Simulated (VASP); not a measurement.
Here is a VASP 6.6.1 calculation.

File INCAR:

```
SYSTEM = CoO
ALGO = Normal ; EDIFF = 1E-6
ENCUT = 600 ; GGA = PE
GGA_COMPAT = .False. ; ISIF = 2
ISMEAR = -1 ; ISPIN = 2
LASPH = .True. ; LCHARG = .False.
LMAXMIX = 4 ; LORBIT = 11
LREAL = .False. ; LWAVE = .False.
MAGMOM = 2.5 0 ; NBANDS = 22
NELM = 200 ; NUPDOWN = 2.5
PREC = Accurate ; SIGMA = 0.05
```

File KPOINTS:

```
k-points
0
Gamma
  9 9 9
  0 0 0
```

File POSCAR:

```
CoO
1.0
    1.5054695445      0.8691832468      2.4399269062
   -1.5054695445      0.8691832468      2.4399269062
    0.0000000000     -1.7383664936      2.4399269062
Co O
1 1
Direct
    0.0000000000      0.0000000000      0.0000000000
    0.5000000000      0.5000000000      0.5000000000
```

Potentials or basis: VASP PAW PBE potentials, release 64 (Co_sv, O).

The run is started by

```bash
$ cat potpaw_PBE.64/Co_sv/POTCAR potpaw_PBE.64/O/POTCAR > POTCAR
$ mpirun -np 1 vasp_std > vasp.out
```

**Question.** Predict the pressure.

**Answer.** -6.0 GPa.

Stress tensor (GPa, compression positive):
```
-5.88  0.00  0.00
 0.00 -5.88  0.00
 0.00  0.00 -6.34
```

Caveat: the total moment is fixed, so each spin has its own Fermi level; a cell with one magnetic atom can't hold antiferromagnetic order, which such compounds often take.
